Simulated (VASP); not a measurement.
Crystal: KBr.

```
K Br
1.0
     5.67309    0.00000    0.00000
    -2.83654    4.91304    0.00000
     0.00000    0.00000    6.64245
K Br
2 2
Direct
  0.33333 0.66667 0.93750
  0.66667 0.33333 0.43750
  0.33333 0.66667 0.43750
  0.66667 0.33333 0.93750
```

```yaml
Program: VASP 6.6.1
Task: relaxation of cell and atoms
Functional: PBEsol
Potentials_or_basis: VASP PAW PBE potentials, release 64 (K_sv, Br)
Cutoff: 600 eV
k_mesh: 6 × 6 × 4
Occupations: fermi-dirac, width 0.02 eV
Spin: no spin polarisation
```

At the start: pressure -0.6 GPa; volume 46.28 Å³/atom.

Q: Where does the relaxation end?

A: Over 7 steps the energy falls by 4.8 meV/atom and the volume is 43.81 Å³/atom (-5.3 %); space group P6_3/mmc (No. 194, to 0.1 Å) before and after.

The path:
```tsv
step	energy change (eV)	largest force (eV/Å)	pressure (GPa)	volume (Å³)
1	0.0000	0.0000	-0.58	185.14
2	-0.0131	0.0000	-0.34	180.70
3	-0.0192	0.0000	-0.04	175.77
4	-0.0193	0.0000	0.00	175.26
5	-0.0193	0.0000	0.01	175.06
6	-0.0193	0.0000	0.00	175.15
7	-0.0193	0.0000	-0.01	175.24
```

Final structure:
```cif
data_structure
_symmetry_space_group_name_H-M 'P 1'
_symmetry_Int_Tables_number 1
_cell_length_a 5.5787
_cell_length_b 5.5787
_cell_length_c 6.5020
_cell_angle_alpha 90.000
_cell_angle_beta 90.000
_cell_angle_gamma 120.000
_cell_volume 175.24
loop_
_atom_site_label
_atom_site_type_symbol
_atom_site_fract_x
_atom_site_fract_y
_atom_site_fract_z
_atom_site_occupancy
K1 K 0.33333 0.66667 0.93750 1
K2 K 0.66667 0.33333 0.43750 1
Br1 Br 0.33333 0.66667 0.43750 1
Br2 Br 0.66667 0.33333 0.93750 1
```

Caveat: the PAW data sets were made with another functional, which shifts forces and pressure a little.
